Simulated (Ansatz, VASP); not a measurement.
## One calculation of Co, two programs

```
Co
1.0
     2.48736    0.00000    0.00000
    -1.24368    2.15412    0.00000
     0.00000    0.00000    4.06329
Co
2
Cartesian
  0.0000 1.4361 3.0074
  1.2437 0.7180 1.0559
```

Alike in both runs: task single point; functional PBEsol; k mesh 10 × 10 × 6; occupations fermi-dirac, width 0.05 eV; collinear spin; fixed moment 1 μB.

|  | VASP | Ansatz |
| --- | --- | --- |
| version | VASP 6.6.1 | Ansatz 0.2.0 |
| potentials or method | VASP PAW PBE potentials, release 64 (Co) | Ansatz PAW |
| plane-wave cutoff (eV) | 520 | 420 |
| valence electrons in the cell | 18 | 34 |

Ansatz gave:

```
pressure (GPa)                                                : -20.0
traceless stress, the component that is largest in VASP (GPa) : -1.58
rms of the force components (eV/Å)                            : 0.314
net moment per atom (μB)                                      : 0.50
size of the moment on the site where the two differ most (μB) : 0.53
```

What did VASP give for the same quantities?

Pressure (GPa): -20.5; traceless stress, the component that is largest in VASP (GPa): -1.61; rms of the force components (eV/Å): 0.302; net moment per atom (μB): 0.50; size of the moment on the site where the two differ most (μB): 0.51.

VASP's potentials were made for PBE, not for PBEsol. Site moments also hang on the region over which each program counts them. Atom by atom the forces differ by 0.011 eV/Å (rms over components). With one functional, cell and mesh, what is left measures potentials, basis and numerics. VASP's potentials hold 18 valence electrons a cell and Ansatz's 34, so a difference there can come from the potentials and not from the codes.
